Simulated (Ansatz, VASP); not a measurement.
PbO2 in VASP and in Ansatz

```
CELL_PARAMETERS angstrom
5.10347 0.00000 0.00000
0.00000 6.06737 0.00000
0.00000 0.00000 5.57090
ATOMIC_POSITIONS crystal
Pb 0.00000 0.17649 0.25000
Pb 0.50000 0.32351 0.75000
Pb 0.00000 0.82351 0.75000
Pb 0.50000 0.67649 0.25000
O 0.26632 0.40396 0.42817
O 0.23368 0.09604 0.92817
O 0.76632 0.09604 0.57183
O 0.73368 0.40396 0.07183
O 0.73368 0.59604 0.57183
O 0.76632 0.90396 0.07183
O 0.23368 0.90396 0.42817
O 0.26632 0.59604 0.92817
```

Alike in both runs: functional PBE; k mesh 8 × 6 × 8; occupations gaussian, width 0.1 eV; no spin polarisation.

Ansatz relaxed the structure, and its values are those at the end. VASP's run is a single point on that final structure, the one shown.

|  | VASP | Ansatz |
| --- | --- | --- |
| version | VASP 6.6.1 | Ansatz 0.2.0 |
| potentials or method | VASP PAW PBE potentials, release 64 (Pb_d, O), cutoff 520 eV | scalar-relativistic, plane waves, PAW |
| valence electrons in the cell | 104 | 104 |

VASP gave:

| Quantity | Value |
| --- | --- |
| gap on the k mesh at the Fermi level (eV) | none |
| pressure (GPa) | 0.2 |

Task: What did Ansatz give for the same quantities?

Result: gap on the k mesh at the Fermi level (eV): none; pressure (GPa): 0.0.

A gap of «none» marks a metal or a gap that the smearing closes. With one functional, cell and mesh, what is left measures potentials, basis and numerics.

Neither program's run includes spin-orbit coupling.
